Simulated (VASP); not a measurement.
Here is a VASP 6.6.1 calculation.

Contents of INCAR:

```
PREC     = Accurate       # precision mode
ENCUT    = 520            # plane-wave cutoff, eV
EDIFF    = 1E-6           # SCF threshold, eV
ISMEAR   = 0              # smearing method
SIGMA    = 0.02           # smearing width, eV
LREAL    = False          # projectors in reciprocal space
LASPH    = True           # aspherical terms in the spheres
NELM     = 60             # most SCF steps
ALGO     = Normal         # electronic algorithm
ISIF     = 2              # what is computed and relaxed
LWAVE    = False          # write WAVECAR
LCHARG   = False          # write CHGCAR
NBANDS   = 29             # bands
```

The input KPOINTS:

```
Automatic mesh
0
Gamma
  6 6 6
```

POSCAR

```
CsCdCl3
1.0
    5.3166595670      0.0000000000      0.0000000000
    0.0000000000      5.3166595670      0.0000000000
    0.0000000000      0.0000000000      4.9931950638
Cs Cd Cl
1 1 3
Direct
    0.0000000000      0.0000000000      0.0000000000
    0.5000000000      0.5000000000      0.5000000000
    0.0000000000      0.5000000000      0.5000000000
    0.5000000000      0.0000000000      0.5000000000
    0.5000000000      0.5000000000      0.0000000000
```

Potentials or basis: VASP PAW LDA potentials, release 64 (Cs_sv, Cd, Cl).

Command:

```console
$ cat potpaw_LDA.64/Cs_sv/POTCAR potpaw_LDA.64/Cd/POTCAR potpaw_LDA.64/Cl/POTCAR > POTCAR
$ mpirun -np 1 vasp_std > vasp.out
```

**Question.** Predict the pressure.

**Answer.** -1.6 GPa.

**Question.** What does it give for the band gap on the k mesh?

**Answer.** 1.44 eV (least direct gap 2.11 eV).

Stress tensor (GPa, compression positive):
```
-2.52  0.00  0.00
 0.00 -2.52  0.00
 0.00  0.00  0.32
```

Caveat: the cell differs from its parent crystal (biaxial strain in the a-b plane: +4.0 %, then relaxed in part); spin-orbit coupling is left out, which moves the levels of the heavy elements. A k mesh can miss the band edges.
